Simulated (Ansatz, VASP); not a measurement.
## One calculation of SrCl2, two programs

```
Sr Cl
1.0
     0.00000    3.20666    3.62492
     3.20666    0.00000    3.62492
     3.20666    3.20666    0.00000
Sr Cl
1 2
Direct
  0.00000 0.00000 0.00000
  0.25000 0.25000 0.25000
  0.75000 0.75000 0.75000
```

Change from the starting cell: strain -0.080 along x and y, +0.040 along z, atoms carried along.

Alike in both runs: task single point; functional r2SCAN; k mesh 6 × 6 × 6; occupations gaussian, width 0.05 eV; no spin polarisation.

```csv
,VASP,Ansatz
version,VASP 6.6.1,Ansatz 0.2.0
potentials or method,"VASP PAW PBE potentials, release 64 (Sr_sv, Cl), cutoff 520 eV","scalar-relativistic, plane waves, PAW"
valence electrons in the cell,24,24
```

```tsv
	VASP	Ansatz	Ansatz less VASP
gap on the k mesh at the Fermi level (eV)	5.13	5.13	+0.004
least direct gap on the mesh (eV)	5.33	5.33	-0.001
pressure (GPa)	7.3	7.2	-0.11
traceless stress, the component that is largest in VASP (GPa)	-5.37	-5.41	-0.043
```

VASP's potentials were made for PBE, not for r2SCAN. The functional is the same, so the differences come from potentials, cutoffs and numerics.
